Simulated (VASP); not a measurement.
Write the native input for VASP 6.6.1 that does the following.

```yaml
Task: single point
Functional: PBE
Dispersion: D3(BJ)
Potentials_or_basis: VASP PAW PBE potentials, release 64 (Ti_sv, Si)
Cutoff: 520 eV
k_mesh: 6 × 6 × 6
Occupations: gaussian, width 0.1 eV
Spin: no spin polarisation
Dipole_correction: no
Further_INCAR_settings: ALGO = Normal; EDIFF = 1e-06; NBANDS = 17
```

The structure of TiSi2 lies in POSCAR:

```
TiSi2
1.0
   -1.4728720000      1.7121300000      4.2120830000
    1.4728720000     -1.7121300000      4.2120830000
    1.4728720000      1.7121300000     -4.2120830000
Ti Si
1 2
Direct
    0.0000000000      0.0000000000      0.0000000000
    0.3299220000      0.3299220000      0.0000000000
    0.6700780000      0.6700780000      0.0000000000
```

One way to write it, as run:

INCAR

```
SYSTEM = TiSi2
PREC = Accurate
ENCUT = 520
EDIFF = 1E-6
ISMEAR = 0
SIGMA = 0.1
LREAL = .FALSE.
LASPH = .TRUE.
NELM = 60
ALGO = Normal
ISIF = 2
LWAVE = .FALSE.
LCHARG = .FALSE.
GGA = PE
IVDW = 12
NBANDS = 17
```

KPOINTS

```
Automatic mesh
0
G
  6 6 6
  0 0 0
```

Potentials or basis: VASP PAW PBE potentials, release 64 (Ti_sv, Si).

The run is started by

```sh
$ cat potpaw_PBE.64/Ti_sv/POTCAR potpaw_PBE.64/Si/POTCAR > POTCAR
$ mpirun -np 1 vasp_std > vasp.out
```

It gave:

The pressure is -5.8 GPa and the largest force is 0.170 eV/Å. The band gap on the k mesh is zero (band 10 reaches 11.28 eV, above the bottom of band 11 at 9.17 eV) and the dispersion energy per atom is -0.531 eV.

Caveat: the k points lie up to 0.47 Å⁻¹ apart; pairwise dispersion overbinds metals, which lowers pressure and volume.

Run time: 19 s on 1 thread of Intel(R) Xeon(R) 6975P-C (Granite Rapids) (shared host), peak memory 0.22 GiB.
